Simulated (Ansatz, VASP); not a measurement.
ReW4 in VASP and in Ansatz

```
Re W
1.0
     3.15377    0.00000    0.00000
     0.00000    3.15377    0.00000
     0.00000    0.00000   22.30750
Re W
1 4
Direct
  0.00000 0.00000 0.36505
  0.50000 0.50000 0.42828
  0.00000 0.00000 0.50000
  0.50000 0.50000 0.57172
  0.00000 0.00000 0.63495
```

Alike in both runs: task single point; functional PBEsol; k mesh 12 × 12 × 1; occupations fermi-dirac, width 0.08 eV; no spin polarisation.

|  | VASP | Ansatz |
| --- | --- | --- |
| version | VASP 6.6.1 | Ansatz 0.2.0 |
| potentials or method | VASP PAW PBE potentials, release 64 (Re, W_sv), cutoff 520 eV | all-electron LAPW, scalar-relativistic |

```csv
,VASP,Ansatz,Ansatz less VASP
rms of the force components (eV/Å),0.423,0.415,-0.0081
```

VASP's potentials were made for PBE, not for PBEsol. Atom by atom the forces differ by 0.018 eV/Å (rms over components). Ansatz ran all-electron here, and VASP with PAW potentials.

Neither program's run includes spin-orbit coupling.
